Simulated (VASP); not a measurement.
A run of VASP 6.6.1 is set up as follows.

File INCAR:

```
SYSTEM = MgSi2N2
PREC = Accurate
ENCUT = 750
EDIFF = 1E-7
ISMEAR = 0
SIGMA = 0.1
LREAL = .False.
LASPH = .True.
NELM = 120
ALGO = Normal
ISIF = 3
LWAVE = .False.
LCHARG = .False.
GGA = PE
IBRION = 2
NSW = 90
EDIFFG = -0.04
GGA_COMPAT = .False.
NELMIN = 4
```

KPOINTS

```
regular mesh
0
Gamma
  6 6 6
  0 0 0
```

File POSCAR:

```
MgSi2N2
1.0
   -1.9590733600      1.9590733600      4.4890509400
    1.9590733600     -1.9590733600      4.4890509400
    1.9590733600      1.9590733600     -4.4890509400
Mg Si N
1 2 2
Direct
    0.0000000000      0.0000000000      0.0000000000
    0.3750000000      0.3750000000      0.0000000000
    0.6250000000      0.6250000000      0.0000000000
    0.7500000000      0.2500000000      0.5000000000
    0.2500000000      0.7500000000      0.5000000000
```

Potentials or basis: VASP PAW PBE potentials, release 64 (Mg_sv, Si, N).

Run with:

```console
$ cat potpaw_PBE.64/Mg_sv/POTCAR potpaw_PBE.64/Si/POTCAR potpaw_PBE.64/N/POTCAR > POTCAR
$ mpirun -np 1 vasp_std > vasp.out
```

Task: Estimate the band gap on the k mesh.

Result: Zero (bands 14 and 15 overlap by 0.89 eV).

Task: Predict the relaxed cell.

Result: a = 4.907 Å, b = 4.907 Å, c = 4.907 Å, α = 136.24°, β = 136.24°, γ = 63.61°.

Task: Estimate the relaxed volume.

Result: 11.16 Å³/atom.

Forces in eV/Å, atoms in the order of the input:
```
Mg   0.000  0.000  0.000
Si   0.000  0.000  0.004
Si   0.000  0.000 -0.004
N    0.000  0.000  0.000
N    0.000  0.000  0.000
```

Caveat: the volume moved by over 15 % at a fixed basis, so the end points are rough.
